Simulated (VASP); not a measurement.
Input of a VASP 6.6.1 run:

File INCAR:

```
  ALGO = Normal
  EDIFF = 1E-6
  ENCUT = 520
  GGA = PE
  ISIF = 2
  ISMEAR = 0
  LASPH = T
  LCHARG = T
  LELF = T
  LREAL = F
  LVHAR = T
  LWAVE = F
  NBANDS = 35
  NELM = 100
  PREC = Accurate
  SIGMA = 0.05
```

File KPOINTS:

```
k-points
0
Gamma
  6 6 10
```

The input POSCAR:

```
SnO2
1.0
    4.7231910147      0.0000000000      0.0000000000
    0.0000000000      4.7231910147      0.0000000000
    0.0000000000      0.0000000000      3.2065130839
Sn O
2 4
Direct
    0.0000000000      0.0000000000      0.0000000000
    0.5000000000      0.5000000000      0.5000000000
    0.3056138637      0.3056138637      0.0000000000
    0.1943861363      0.8056138637      0.5000000000
    0.6943861363      0.6943861363      0.0000000000
    0.8056138637      0.1943861363      0.5000000000
```

Potentials or basis: VASP PAW PBE potentials, release 64 (Sn_d, O).

Run with:

```bash
$ cat potpaw_PBE.64/Sn_d/POTCAR potpaw_PBE.64/O/POTCAR > POTCAR
$ mpirun -np 1 vasp_std > vasp.out
```

Task: What does it give for the pressure?

Result: 11.1 GPa.

Task: Predict the largest force.

Result: 0.004 eV/Å.

Task: Estimate the band gap on the k mesh.

Result: 1.21 eV, direct.

Forces in eV/Å, atoms in the order of the input:
```
Sn   0.000  0.000  0.000
Sn   0.000  0.000  0.000
O   -0.002 -0.002  0.000
O    0.002 -0.002  0.000
O    0.002  0.002  0.000
O   -0.002  0.002  0.000
```

Caveat: spin-orbit coupling is left out, which moves the levels of the heavy elements. As with any semilocal functional, this PBE gap is likely too small.
